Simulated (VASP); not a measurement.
# Si16Ge (a cell with a defect) in VASP: single point with PBE+D3(BJ)

Aim: the single point of Si16Ge (a cell with a defect) with PBE+D3(BJ).

All numbers are computed with VASP 6.6.1; they aren't measurements. Logs are shortened: lines on timing, memory, paths and dates and some standing lists are left out, and cuts for length are marked.

## (1) The cell of the first run

The cell holds a defect, 17 atoms: a = 7.679 Å, b = 7.679 Å, c = 7.679 Å, α = 60.00°, β = 60.00°, γ = 60.00°.

## (2) Single point, PBE+D3(BJ)

Input file INCAR:

```
SYSTEM = Si16Ge
  ALGO = Normal
  EDIFF = 1E-6
  ENCUT = 520
  GGA = PE
  ISIF = 2
  ISMEAR = 0
  IVDW = 12
  LASPH = .TRUE.
  LCHARG = .FALSE.
  LREAL = Auto
  LWAVE = .FALSE.
  NBANDS = 53
  NELM = 80
  PREC = Accurate
  SIGMA = 0.02
```

Input file KPOINTS:

```
k-points
0
G
  2 2 2
  0 0 0
```

Input file POSCAR:

```
Si16Ge
1.0
    0.0000000000      5.4300000000      5.4300000000
    5.4300000000      0.0000000000      5.4300000000
    5.4300000000      5.4300000000      0.0000000000
Si Ge
16 1
Direct
    0.0105396292     -0.0340364727      0.0116889088
    0.1145151625      0.1134127349      0.1592178892
   -0.0693659073      0.0235555142      0.5228457737
    0.1145280894      0.1134176184      0.6127112256
    0.0104671179      0.5124365889      0.0116899460
    0.1942914890      0.6023031873      0.1016344361
    0.0104482295      0.5124522945      0.4652678230
    0.1145934846      0.6599452255      0.6126566669
    0.4864787259     -0.0018005966      0.0178432872
    0.6385821747      0.1073661130      0.1269419332
    0.4864895645     -0.0018082389      0.4973085414
    0.5509999144      0.1501161355      0.6493583286
    0.5738951319      0.4758666242     -0.0249426675
    0.6385121467      0.6278317869      0.1269694254
    0.4865637247      0.5185836680      0.4973488552
    0.6384897142      0.6278208857      0.6065677936
    0.0626661083      0.3129142313      0.8121378335
```

Potentials or basis: VASP PAW PBE potentials, release 64 (Si, Ge_d).

On the command line:

```sh
cat potpaw_PBE.64/Si/POTCAR potpaw_PBE.64/Ge_d/POTCAR > POTCAR
mpirun -np 1 vasp_std > vasp.out
```

OUTCAR:

```text
SYSTEM = Si16Ge
   EDIFF = 1E-6
   ENCUT = 520
   GGA = PE
   ISIF = 2
   ISMEAR = 0
   IVDW = 12
   LASPH = .TRUE.
   LREAL = Auto
   NELM = 80
   PREC = Accurate
 IVDW          = 12

 ion  position               nearest neighbor table
   1  0.011  0.966  0.012-   6 2.32  10 2.34  17 2.44   2 2.51   4 2.51
   2  0.115  0.113  0.159-   3 2.32   9 2.34  17 2.44   1 2.51   5 2.51
   3  0.931  0.024  0.523-   4 2.32   8 2.32   2 2.32  12 2.38
   4  0.115  0.113  0.613-   3 2.32  11 2.34  17 2.44   1 2.51   7 2.51
   5  0.010  0.512  0.012-   6 2.32  14 2.34  17 2.44   2 2.51   8 2.51
   6  0.194  0.602  0.102-   5 2.32   7 2.32   1 2.32  13 2.38
   7  0.010  0.512  0.465-   6 2.32  16 2.34  17 2.44   8 2.51   4 2.51
   8  0.115  0.660  0.613-   3 2.32  15 2.34  17 2.44   7 2.51   5 2.51
   9  0.486  0.998  0.018-  14 2.33  10 2.33   2 2.34  12 2.34
  10  0.639  0.107  0.127-  11 2.33   9 2.33   1 2.34  13 2.34
  11  0.486  0.998  0.497-  16 2.33  10 2.33   4 2.34  12 2.34
  12  0.551  0.150  0.649-  15 2.34   9 2.34  11 2.34   3 2.38
  13  0.574  0.476  0.975-  10 2.34  16 2.34  14 2.34   6 2.38
  14  0.639  0.628  0.127-   9 2.33  15 2.33   5 2.34  13 2.34
  15  0.487  0.519  0.497-  14 2.33  16 2.33   8 2.34  12 2.34
  16  0.638  0.628  0.607-  11 2.33  15 2.33   7 2.34  13 2.34
  17  0.063  0.313  0.812-   5 2.44   7 2.44   8 2.44   4 2.44   1 2.44   2 2.44

  LATTYP: Found a face centered cubic cell.
 ALAT       =    10.8600000000

  Lattice vectors:

 A1 = (   0.0000000000,   5.4300000000,   5.4300000000)
 A2 = (   5.4300000000,   0.0000000000,   5.4300000000)
 A3 = (   5.4300000000,   5.4300000000,   0.0000000000)

Analysis of symmetry for initial positions (statically):
=====================================================================
 Subroutine PRICEL returns:
 Original cell was already a primitive cell.

 Routine SETGRP: Setting up the symmetry group for a
 face centered cubic supercell.

 Subroutine GETGRP returns: Found  1 space group operations
 (whereof  1 operations were pure point group operations)
 out of a pool of 48 trial point group operations.

The static configuration has the point symmetry C_1 .

Analysis of symmetry for dynamics (positions and initial velocities):
=====================================================================
 Subroutine PRICEL returns:
 Original cell was already a primitive cell.

 Routine SETGRP: Setting up the symmetry group for a
 face centered cubic supercell.

 Subroutine GETGRP returns: Found  1 space group operations
 (whereof  1 operations were pure point group operations)
 out of a pool of 48 trial point group operations.

The dynamic configuration has the point symmetry C_1 .

 Subroutine INISYM returns: Found  1 space group operations
 (whereof  1 operations are pure point group operations),
 and found     1 'primitive' translations

----------------------------------------------------------------------------------------

                                     Primitive cell

  volume of cell :     320.2060

  direct lattice vectors                    reciprocal lattice vectors
     0.000000000  5.430000000  5.430000000    -0.092081031  0.092081031  0.092081031
     5.430000000  0.000000000  5.430000000     0.092081031 -0.092081031  0.092081031
     5.430000000  5.430000000  0.000000000     0.092081031  0.092081031 -0.092081031

  length of vectors
     7.679179644  7.679179644  7.679179644     0.159489025  0.159489025  0.159489025

  position of ions in fractional coordinates (direct lattice)
     0.010539629  0.965963527  0.011688909
     0.114515162  0.113412735  0.159217889
     0.930634093  0.023555514  0.522845774
     0.114528089  0.113417618  0.612711226
     0.010467118  0.512436589  0.011689946
     0.194291489  0.602303187  0.101634436
[... 9 lines left out ...]
     0.638489714  0.627820886  0.606567794
     0.062666108  0.312914231  0.812137834

  ion indices of the primitive-cell ions
   primitive index   ion index
                 1           1
                 2           2
                 3           3
                 4           4
                 5           5
                 6           6
[... 9 lines left out ...]
                16          16
                17          17

----------------------------------------------------------------------------------------

 KPOINTS: k-points

Automatic generation of k-mesh.
 Grid dimensions read from file:
 generate k-points for:    2    2    2

 Generating k-lattice:

  Cartesian coordinates                     Fractional coordinates (reciprocal lattice)
    -0.046040516  0.046040516  0.046040516     0.500000000  0.000000000  0.000000000
     0.046040516 -0.046040516  0.046040516     0.000000000  0.500000000  0.000000000
     0.046040516  0.046040516 -0.046040516     0.000000000  0.000000000  0.500000000

  Length of vectors
     0.079744512  0.079744512  0.079744512

  Shift w.r.t. Gamma in fractional coordinates (k-lattice)
     0.000000000  0.000000000  0.000000000

 Subroutine IBZKPT returns following result:
 ===========================================

 Found      8 irreducible k-points:

 Following reciprocal coordinates:
            Coordinates               Weight
  0.000000  0.000000  0.000000      1.000000
  0.500000  0.000000  0.000000      1.000000
  0.000000  0.500000  0.000000      1.000000
  0.000000  0.000000  0.500000      1.000000
  0.500000  0.500000  0.500000      1.000000
  0.500000  0.500000  0.000000      1.000000
  0.000000  0.500000  0.500000      1.000000
  0.500000  0.000000  0.500000      1.000000
   k-points           NKPTS =      8   k-points in BZ     NKDIM =      8   number of bands    NBANDS=     53
   number of dos      NEDOS =    301   number of ions     NIONS =     17
   total plane-waves  NPLWV = 216000
   dimension x,y,z NGX =    60 NGY =   60 NGZ =   60
   dimension x,y,z NGXF=   120 NGYF=  120 NGZF=  120
   ions per type =              16   1
   NGX,Y,Z   is equivalent  to a cutoff of  12.99, 12.99, 12.99 a.u.
   NGXF,Y,Z  is equivalent  to a cutoff of  25.98, 25.98, 25.98 a.u.
 SYSTEM =  Si16Ge
   PREC   = accura    normal or accurate (medium, high low for compatibility)
   ISTART =      0    job   : 0-new  1-cont  2-samecut
   ICHARG =      2    charge: 1-file 2-atom 10-const
   ISPIN  =      1    spin polarized calculation?
   LNONCOLLINEAR =      F non collinear calculations
   LSORBIT =      F    spin-orbit coupling
   LASPH  =      T    aspherical Exc in radial PAW
   ENCUT  =  520.0 eV  38.22 Ry    6.18 a.u.  14.28 14.28 14.28*2*pi/ulx,y,z
   NELM   =     80;   NELMIN=  2; NELMDL= -5     # of ELM steps
   EDIFF  = 0.1E-05   stopping-criterion for ELM
   LREAL  =      T    real-space projection
   EDIFFG = 0.1E-04   stopping-criterion for IOM
   NSW    =      0    number of steps for IOM
   IBRION =     -1    ionic relax: 0-MD 1-quasi-New 2-CG
   NFREE  =      0    steps in history (QN), initial steepest desc. (CG)
   ISIF   =      2    stress and relaxation
   ISYM   =      2    0-nonsym 1-usesym 2-fastsym
   POTIM  = 0.5000    time-step for ionic-motion
   TEBEG  =    0.0;   TEEND  =   0.0 temperature during run
   PSTRESS=    0.0 pullay stress
   NELECT =      78.0000    total number of electrons
   NUPDOWN=      -1.0000    fix difference up-down
   EMIN   =  10.00;   EMAX   =-10.00  energy-range for DOS
   EFERMI =   0.00;   METHOD = LEGACY
   ISMEAR =     0;   SIGMA  =   0.02  broadening in eV -4-tet -1-fermi 0-gaus
   EFERMI_NEDOS =   21; number of points for ismear=-14 and -15
   IALGO  =     38    algorithm
   IMIX   =      4    mixing-type and parameters
     AMIX     =   0.40;   BMIX     =  1.00
     AMIX_MAG =   1.60;   BMIX_MAG =  1.00
  volume/ion in A,a.u.               =      18.84       127.11
  Fermi-wavevector in a.u.,A,eV,Ry     =   1.022421  1.932096 14.222785  1.045345
  Thomas-Fermi vector in A             =   2.156100
   LORBIT       =      0    0 simple, 1 ext, 2 COOP (PROOUT), +10 PAW based schemes
   GGA     = PE    functional components
   LHFCALC =     F    Hartree Fock is set to
   AEXX    =    0.0000 exact exchange contribution
   IVDW    =    12    specifies the selected vdW correction
   LEPSILON=     F    determine dielectric tensor
   LRPA    =     F    only Hartree local field effects (RPA)
 non-spin polarized calculation
 Gauss-broadening in eV      SIGMA  =   0.02
  energy-cutoff  :      520.00
  volume of cell :      320.21
 maximum number of plane-waves:      8646
 NGX is ok and might be reduce to    60
   NGX = 29   NGY = 29   NGZ = 29

 number of electron      77.9999999 magnetization

 Free energy of the ion-electron system (eV)
  ---------------------------------------------------
  ext. energy  EPLUGINS =         0.00000000
  ---------------------------------------------------
  free energy    TOTEN  =       -86.35770791 eV

  energy without entropy =      -86.35770791  energy(sigma->0) =      -86.35770791

 E-fermi :   6.6381     XC(G=0):  -9.7735

 val. band max:        6.5625678117   @ k =   0.5000   0.0000   0.0000
 cond. band min:       6.7152238194   @ k =   0.0000   0.0000   0.0000
 fundamental gap:      0.1526560077
 Fermi energy:         6.6381436341

 k-point     1 :       0.0000    0.0000    0.0000
  band No.  band energies     occupation
      1     -17.9154      2.00000
      2     -17.9154      2.00000
      3     -17.7850      2.00000
      4     -17.7850      2.00000
      5     -17.7793      2.00000
      6      -6.3420      2.00000
[... 43 lines left out ...]
     50       8.6153      0.00000
     51       8.8312      0.00000

 k-point     2 :       0.5000    0.0000    0.0000
  band No.  band energies     occupation
      1     -17.9154      2.00000
      2     -17.9154      2.00000
      3     -17.7850      2.00000
      4     -17.7850      2.00000
      5     -17.7793      2.00000
      6      -5.9921      2.00000
[... 43 lines left out ...]
     50       9.8346      0.00000
     51      10.0608      0.00000

 k-point     3 :       0.0000    0.5000    0.0000
  band No.  band energies     occupation
      1     -17.9154      2.00000
      2     -17.9154      2.00000
      3     -17.7850      2.00000
      4     -17.7850      2.00000
      5     -17.7793      2.00000
      6      -5.9171      2.00000
[... 43 lines left out ...]
     50       9.7398      0.00000
     51      10.1025      0.00000

 k-point     4 :       0.0000    0.0000    0.5000
  band No.  band energies     occupation
      1     -17.9154      2.00000
      2     -17.9154      2.00000
      3     -17.7850      2.00000
      4     -17.7850      2.00000
      5     -17.7793      2.00000
      6      -5.9171      2.00000
[... 43 lines left out ...]
     50       9.7399      0.00000
     51      10.1026      0.00000

 k-point     5 :       0.5000    0.5000    0.5000
  band No.  band energies     occupation
      1     -17.9154      2.00000
      2     -17.9154      2.00000
      3     -17.7850      2.00000
      4     -17.7850      2.00000
      5     -17.7793      2.00000
      6      -5.9171      2.00000
[... 43 lines left out ...]
     50       9.7399      0.00000
     51      10.1027      0.00000

 k-point     6 :       0.5000    0.5000    0.0000
  band No.  band energies     occupation
      1     -17.9154      2.00000
      2     -17.9154      2.00000
      3     -17.7850      2.00000
      4     -17.7850      2.00000
      5     -17.7793      2.00000
      6      -5.8078      2.00000
[... 43 lines left out ...]
     50      10.3834      0.00000
     51      10.4251      0.00000

 k-point     7 :       0.0000    0.5000    0.5000
  band No.  band energies     occupation
      1     -17.9154      2.00000
      2     -17.9154      2.00000
      3     -17.7850      2.00000
      4     -17.7850      2.00000
      5     -17.7793      2.00000
      6      -5.8079      2.00000
[... 43 lines left out ...]
     50      10.3833      0.00000
     51      10.4252      0.00000

 k-point     8 :       0.5000    0.0000    0.5000
  band No.  band energies     occupation
      1     -17.9154      2.00000
      2     -17.9154      2.00000
      3     -17.7850      2.00000
      4     -17.7850      2.00000
      5     -17.7793      2.00000
      6      -5.8078      2.00000
[... 43 lines left out ...]
     50      10.3833      0.00000
     51      10.4251      0.00000
 [bands above 51 left out]

------------------------ aborting loop because EDIFF is reached ----------------------------------------

 Edisp (eV)   -5.66655

 E8    (eV) :    -2.3545

  FORCE on cell =-STRESS in cart. coord.  units (eV):
  Direction    XX          YY          ZZ          XY          YZ          ZX
  --------------------------------------------------------------------------------------
  -------------------------------------------------------------------------------------
  Total       4.98028     4.97953     4.97685     1.27130    -1.26721     1.26780
  in kB      24.91925    24.91551    24.90206     6.36105    -6.34060     6.34353
  external pressure =       24.91 kB  Pullay stress =        0.00 kB

 VOLUME and BASIS-vectors are now :
 -----------------------------------------------------------------------------
  energy-cutoff  :      520.00
  volume of cell :      320.21
      direct lattice vectors                 reciprocal lattice vectors
     0.000000000  5.430000000  5.430000000    -0.092081031  0.092081031  0.092081031
     5.430000000  0.000000000  5.430000000     0.092081031 -0.092081031  0.092081031
     5.430000000  5.430000000  0.000000000     0.092081031  0.092081031 -0.092081031

 POSITION                                       TOTAL-FORCE (eV/Angst)
 -----------------------------------------------------------------------------------
      5.30865      0.12070      5.30241        -0.004138      0.003595     -0.001135
      1.48038      1.48637      1.23765         0.004091      0.001382     -0.002519
      2.96696      7.89240      5.18125        -0.022372      0.021867      0.022277
      3.94288      3.94891      1.23775        -0.000855     -0.004168     -0.002554
      2.84601      0.12031      2.83937         0.000304      0.003686      0.004199
      3.82238      1.60688      4.32551         0.023589     -0.023149     -0.022745
[... 9 lines left out ...]
      6.70273      6.76066      6.87607        -0.004619     -0.012134      0.004638
      6.10903      4.75019      2.03940         0.000406     -0.000693      0.000422
 -----------------------------------------------------------------------------------
    total drift:                               -0.001051      0.003315     -0.002703

  FREE ENERGIE OF THE ION-ELECTRON SYSTEM (eV)
  ---------------------------------------------------
  free  energy   TOTEN  =       -92.0242549973 eV

  energy  without entropy=      -92.0242549955  energy(sigma->0) =      -92.02425500
```

It took 8.9 min on 1 thread of Intel Xeon 8259CL, shared host; peak memory 0.49 GiB.

Results:

```yaml
Free_energy: -92.0243 eV
Pressure: 2.5 GPa
Largest_force: 0.040 eV/Å
Band_gap_on_the_k_mesh: 0.15 eV
Dispersion_energy_per_atom: -0.333 eV
```

Forces in eV/Å, atoms in the order of the input:
```
Si  -0.004  0.004 -0.001
Si   0.004  0.001 -0.003
Si  -0.022  0.022  0.022
Si  -0.001 -0.004 -0.003
Si   0.000  0.004  0.004
Si   0.024 -0.023 -0.023
Si  -0.004  0.000  0.004
Si   0.003 -0.003 -0.001
Si   0.004  0.011 -0.004
Si  -0.003  0.003 -0.013
Si  -0.011 -0.003 -0.004
Si   0.004 -0.004 -0.004
Si  -0.006  0.007  0.004
Si   0.012  0.004  0.004
Si   0.005 -0.005  0.011
Si  -0.005 -0.012  0.005
Ge   0.000 -0.001  0.000
```

Caveat: the k points lie up to 0.50 Å⁻¹ apart.
